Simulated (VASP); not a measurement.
Set up this calculation in VASP 6.6.1, as the native input.

- Task: single point
- Functional: PBE
- Potentials or basis: VASP PAW PBE potentials, release 64 (Pt)
- Cutoff: 520 eV
- k mesh: 14 × 14 × 14
- Occupations: gaussian, width 0.1 eV
- Spin: no spin polarisation
- Dipole correction: no
- Further INCAR settings: ALGO = Fast; EDIFF = 1e-07; NBANDS = 22

The structure of Pt lies in POSCAR:

```
Pt
1.0
    0.0000000000      3.0354746692      3.0354746692
    3.0354746692      0.0000000000      3.0354746692
    3.0354746692      3.0354746692      0.0000000000
Pt
3
Direct
    0.0000000000      0.0000000000      0.0000000000
    0.7500000000      0.7500000000      0.7500000000
    0.2500000000      0.2500000000      0.2500000000
```

The cell was built from a structure type or drawn by symmetry, and may not be a known phase.

These files were run (other wordings do the same):

INCAR

```
PREC = Accurate ; ENCUT = 520
EDIFF = 1E-7 ; ISMEAR = 0
SIGMA = 0.1 ; LREAL = F
LASPH = T ; NELM = 100
ALGO = Fast ; ISIF = 2
LWAVE = F ; LCHARG = T
GGA = PE ; LELF = T
LVHAR = T ; NBANDS = 22
```

KPOINTS

```
Automatic mesh
0
Gamma
  14 14 14
```

Potentials or basis: VASP PAW PBE potentials, release 64 (Pt).

Launch:

```sh
$ cat potpaw_PBE.64/Pt/POTCAR > POTCAR
$ mpirun -np 1 vasp_std > vasp.out
```

It gave:

The pressure is -0.4 GPa and the band gap on the k mesh is zero (bands 15 and 16 overlap by 0.82 eV).

Caveat: spin-orbit coupling is left out, which moves the levels of the heavy elements.

Wall time 3 min on 1 thread of Intel Xeon 8259CL, with other jobs on the host, peak memory 0.24 GiB.
